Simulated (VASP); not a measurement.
A run of VASP 6.6.1 is set up as follows.

INCAR

```
SYSTEM = CoO
  PREC = Accurate
  ENCUT = 600
  EDIFF = 1E-7
  ISMEAR = -1
  SIGMA = 0.05
  LREAL = .FALSE.
  LASPH = .TRUE.
  NELM = 150
  ALGO = Normal
  ISIF = 3
  LWAVE = .FALSE.
  LCHARG = .FALSE.
  ISPIN = 2
  MAGMOM = 2 0
  LORBIT = 11
  LMAXMIX = 4
  GGA = B5
  ALDAX = 1.0
  AGGAX = 1.0
  AGGAC = 1.0
  ALDAC = 0.0
  IVDW = 13
  VDW_S6 = 1.0
  VDW_S8 = 2.34076671
  VDW_A1 = 0.44488865
  VDW_A2 = 4.0933009
  IBRION = 2
  NSW = 80
  EDIFFG = -0.005
```

Contents of KPOINTS:

```
Automatic mesh
0
G
  11 11 11
  0 0 0
```

The input POSCAR:

```
CoO
1.0
    0.0000000000      2.1315000000      2.1315000000
    2.1315000000      0.0000000000      2.1315000000
    2.1315000000      2.1315000000      0.0000000000
Co O
1 1
Direct
    0.0000000000      0.0000000000      0.0000000000
    0.5000000000      0.5000000000      0.5000000000
```

Potentials or basis: VASP PAW PBE potentials, release 64 (Co, O).

Command:

```console
$ cat potpaw_PBE.64/Co/POTCAR potpaw_PBE.64/O/POTCAR > POTCAR
$ mpirun -np 1 vasp_std > vasp.out
```

Question: What does it give for the site moments?

Answer: Co +2.39; O +0.25 μB.

Question: Predict the dispersion energy per atom.

Answer: -0.532 eV.

Question: Estimate the relaxed volume.

Answer: 9.52 Å³/atom.

Question: What does it give for the space group after relaxing (to 0.05 Å)?

Answer: Fm-3m (No. 225).

Step by step:
```csv
step,energy change (eV),largest force (eV/Å),pressure (GPa),volume (Å³)
1,0.0000,0.0000,-2.42,19.37
2,-0.0023,0.0000,0.45,18.96
3,-0.0024,0.0000,0.02,19.03
```

Caveat: the PAW data sets were made with another functional, which shifts forces and pressure a little; a cell with one magnetic atom can't hold antiferromagnetic order, which such compounds often take; pairwise dispersion overbinds metals, which lowers pressure and volume.
